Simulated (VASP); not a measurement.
Runs of VASP 6.6.1 on Pd. The structure is that of space group Im-3m (No. 229), or close to it. The cells are those of the table. This isn't the form of Pd at room conditions, which is fcc.

```csv
cell,k mesh,gap on the mesh (eV),pressure (GPa),moment (μB)
"a = 3.250 Å, 2 atoms",11 × 11 × 11,none,(b),0.00
"a = 3.081 Å, 2 atoms",11 × 11 × 11,none,(a),0.00
"a = 3.168 Å, 2 atoms",11 × 11 × 11,none,-0.2,0.00
"a = 3.036 Å, 2 atoms",11 × 11 × 11,none,25.8,0.00
"a = 3.290 Å, 2 atoms",11 × 11 × 11,none,-12.0,0.00
"a = 3.125 Å, 2 atoms",11 × 11 × 11,none,6.3,0.00
"a = 3.210 Å, 2 atoms",11 × 11 × 11,none,-5.3,0.00
"a = 3.168 Å, 2 atoms",16 × 16 × 16,none,-0.2,0.00
```

Alike in all rows: task single point; level RPBE; potentials or basis VASP PAW PBE potentials, release 64 (Pd); spin collinear; cutoff (eV) 520; smearing fermi-dirac 0.05 eV.

Fill in the values left out.

(a) 14.8; (b) -9.1.

Caveats: the PAW data sets were made with another functional, which shifts forces and pressure a little; the cell stands under tension (at least some runs); the cell stands under pressure (at least some runs).

A k mesh can miss the band edges, and the runs leave out spin-orbit coupling on Pd.

A gap of «none» marks levels without a gap at the run's occupations.
